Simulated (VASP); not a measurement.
# ZnS (F-43m) in VASP: further runs, part 2 of 2

VASP 6.6.1.

**3. Relaxation of cell and atoms, PBE**

This run uses another cell than the first one, of 19.55 Å³/atom.

Contents of INCAR:

```
PREC = Accurate
ENCUT = 600
EDIFF = 1E-7
ISMEAR = 0
SIGMA = 0.02
LREAL = False
LASPH = True
NELM = 80
ALGO = Normal
ISIF = 3
LWAVE = False
LCHARG = False
GGA = PE
IBRION = 2
NSW = 100
EDIFFG = -0.002
```

Contents of KPOINTS:

```
Automatic mesh
0
Gamma
  8 8 8
```

Contents of POSCAR:

```
ZnS
1.0
    0.0000000000      2.6936828800      2.6936828800
    2.6936828800      0.0000000000      2.6936828800
    2.6936828800      2.6936828800      0.0000000000
Zn S
1 1
Direct
    0.0000000000      0.0000000000      0.0000000000
    0.7500000000      0.7500000000      0.7500000000
```

Potentials or basis: VASP PAW PBE potentials, release 64 (Zn, S).

Launch:

```bash
> cat potpaw_PBE.64/Zn/POTCAR potpaw_PBE.64/S/POTCAR > POTCAR
> mpirun -np 1 vasp_std > vasp.out
```

OUTCAR:

```text
PREC = Accurate
   ENCUT = 600
   EDIFF = 1E-7
   ISMEAR = 0
   LREAL = False
   LASPH = True
   NELM = 80
   ISIF = 3
   GGA = PE
   IBRION = 2
   NSW = 100
   EDIFFG = -0.002

 ion  position               nearest neighbor table
   1  0.000  0.000  0.000-   2 2.33   2 2.33   2 2.33   2 2.33
   2  0.750  0.750  0.750-   1 2.33   1 2.33   1 2.33   1 2.33

  LATTYP: Found a face centered cubic cell.
 ALAT       =     5.3873657600

  Lattice vectors:

 A1 = (   0.0000000000,   2.6936828800,   2.6936828800)
 A2 = (   2.6936828800,   0.0000000000,   2.6936828800)
 A3 = (   2.6936828800,   2.6936828800,   0.0000000000)

Analysis of symmetry for initial positions (statically):
=====================================================================
 Subroutine PRICEL returns:
 Original cell was already a primitive cell.

 Routine SETGRP: Setting up the symmetry group for a
 face centered cubic supercell.

 Subroutine GETGRP returns: Found 24 space group operations
 (whereof 24 operations were pure point group operations)
 out of a pool of 48 trial point group operations.

The static configuration has the point symmetry T_d .

Analysis of symmetry for dynamics (positions and initial velocities):
=====================================================================
 Subroutine PRICEL returns:
 Original cell was already a primitive cell.

 Routine SETGRP: Setting up the symmetry group for a
 face centered cubic supercell.

 Subroutine GETGRP returns: Found 24 space group operations
 (whereof 24 operations were pure point group operations)
 out of a pool of 48 trial point group operations.

The dynamic configuration has the point symmetry T_d .

 Subroutine INISYM returns: Found 24 space group operations
 (whereof 24 operations are pure point group operations),
 and found     1 'primitive' translations

----------------------------------------------------------------------------------------

                                     Primitive cell

[... 134 lines left out ...]
  ---------------------------------------------------
  ext. energy  EPLUGINS =         0.00000000
  ---------------------------------------------------
  free energy    TOTEN  =        -6.84223410 eV

  energy without entropy =       -6.84223410  energy(sigma->0) =       -6.84223410

------------------------ aborting loop because EDIFF is reached ----------------------------------------

  FORCE on cell =-STRESS in cart. coord.  units (eV):
  Direction    XX          YY          ZZ          XY          YZ          ZX
  --------------------------------------------------------------------------------------
  -------------------------------------------------------------------------------------
  Total        0.6068947      0.6068947      0.6068947      0.0000000     -0.0000000      0.0000000
  in kB       24.8745114     24.8745114     24.8745114      0.0000000     -0.0000000      0.0000000
  external PRESSURE =      24.8745114 kB  Pullay stress =       0.0000000 kB
[... 59 lines left out ...]
--------------------------------------- Ionic step        3  -------------------------------------------

 number of electron      18.0000007 magnetization

 Free energy of the ion-electron system (eV)
  ---------------------------------------------------
  ext. energy  EPLUGINS =         0.00000000
  ---------------------------------------------------
  free energy    TOTEN  =        -6.85211717 eV

  energy without entropy =       -6.85211717  energy(sigma->0) =       -6.85211717

 E-fermi :   2.0411     XC(G=0):  -9.5182

 val. band max:        1.8874548404   @ k =   0.0000   0.0000   0.0000
 cond. band min:       3.8984333625   @ k =   0.0000   0.0000   0.0000
 fundamental gap:      2.0109785221
 Fermi energy:         2.0411452173

 k-point     1 :       0.0000    0.0000    0.0000
  band No.  band energies     occupation
      1     -11.0893      2.00000
      2      -4.3599      2.00000
      3      -4.3599      2.00000
      4      -4.3599      2.00000
      5      -3.8896      2.00000
      6      -3.8896      2.00000
      7       1.8875      2.00000
      8       1.8875      2.00000
      9       1.8875      2.00000
     10       3.8984      0.00000
     11       8.2991      0.00000
     12       8.2991      0.00000
     13       8.2991      0.00000
[... 354 lines left out ...]
  band No.  band energies     occupation
      1     -10.0601      2.00000
      2      -4.2360      2.00000
      3      -4.1838      2.00000
      4      -3.9365      2.00000
      5      -3.8772      2.00000
      6      -3.6320      2.00000
      7      -2.8596      2.00000
      8      -0.3795      2.00000
      9       0.4860      2.00000
     10       6.6776      0.00000
     11       7.8752      0.00000
     12       9.6809      0.00000
     13      10.8804      0.00000

 [... further k-points ...]

------------------------ aborting loop because EDIFF is reached ----------------------------------------

  FORCE on cell =-STRESS in cart. coord.  units (eV):
  Direction    XX          YY          ZZ          XY          YZ          ZX
  --------------------------------------------------------------------------------------
  -------------------------------------------------------------------------------------
  Total        0.0012848      0.0012848      0.0012848      0.0000000      0.0000000      0.0000000
  in kB        0.0509466      0.0509466      0.0509466      0.0000000      0.0000000      0.0000000
  external PRESSURE =       0.0509466 kB  Pullay stress =       0.0000000 kB
[... 17 lines left out ...]
  FREE ENERGIE OF THE ION-ELECTRON SYSTEM (eV)
  ---------------------------------------------------
  free  energy   TOTEN  =        -6.8521171688 eV

  energy  without entropy=       -6.8521171688  energy(sigma->0) =       -6.85211717

 reached required accuracy - stopping structural energy minimisation
```

OSZICAR:

```text
N       E                     dE             d eps       ncg     rms          rms(c)
DAV:   1     0.928790787620E+02    0.92879E+02   -0.99382E+03   754   0.183E+03
DAV:   2    -0.926065988132E+00   -0.93805E+02   -0.89852E+02   827   0.302E+02
DAV:   3    -0.718705656329E+01   -0.62610E+01   -0.62329E+01   909   0.762E+01
[... 27 lines left out ...]
DAV:   4    -0.685220154586E+01    0.48831E-03   -0.29989E-04   889   0.283E-01    0.965E-02
DAV:   5    -0.685211838339E+01    0.83162E-04   -0.83516E-05  1131   0.191E-01    0.190E-02
DAV:   6    -0.685211748508E+01    0.89831E-06   -0.26059E-05   799   0.649E-02    0.910E-03
DAV:   7    -0.685211717225E+01    0.31282E-06   -0.12806E-06   912   0.208E-02    0.423E-03
DAV:   8    -0.685211716880E+01    0.34556E-08   -0.33874E-07   747   0.815E-03
   3 F= -.68521172E+01 E0= -.68521172E+01  d E =-.988307E-02
```

Wall time 84 s (1 thread of Intel Xeon 8259CL, shared host); peak memory 0.18 GiB.

Results:

```yaml
Free_energy: -6.8521 eV
Relaxed_volume: 20.20 Å³/atom
Relaxed_cell: a = 3.852 Å, b = 3.852 Å, c = 3.852 Å, α = 60.00°, β = 60.00°, γ = 60.00°
Space_group_after_relaxing_to_0.1_Å: F-43m (No. 216)
Energy_gained_by_relaxing: 4.9 meV/atom
Ionic_steps: 3
Pressure_after_relaxing: 0.0 GPa
Band_gap_on_the_k_mesh: 2.01 eV
```

Step by step:
```tsv
step	energy change (eV)	largest force (eV/Å)	pressure (GPa)	volume (Å³)
1	0.0000	0.0000	2.49	39.09
2	-0.0089	0.0000	-0.70	40.83
3	-0.0099	0.0000	0.01	40.40
```

Final structure:
```xyz
2
Lattice="0.0000 2.7235 2.7235 2.7235 0.0000 2.7235 2.7235 2.7235 0.0000" Properties=species:S:1:pos:R:3 pbc="T T T"
Zn    0.0000    0.0000    0.0000
S     4.0853    4.0853    4.0853
```

Levels at points of the mesh, in eV from the valence-band top:
```csv
k point,band 6,band 7,band 8,band 9,band 10,band 11,band 12,band 13
"(0.00, 0.00, 0.00)",-5.78,0.00,0.00,0.00,2.01,6.41,6.41,6.41
"(0.50, 0.00, 0.00)",-5.58,-5.14,-0.83,-0.83,3.26,6.94,6.94,8.79
"(0.50, 0.50, 0.00)",-5.57,-4.47,-2.13,-2.13,3.46,4.07,10.81,11.81
```
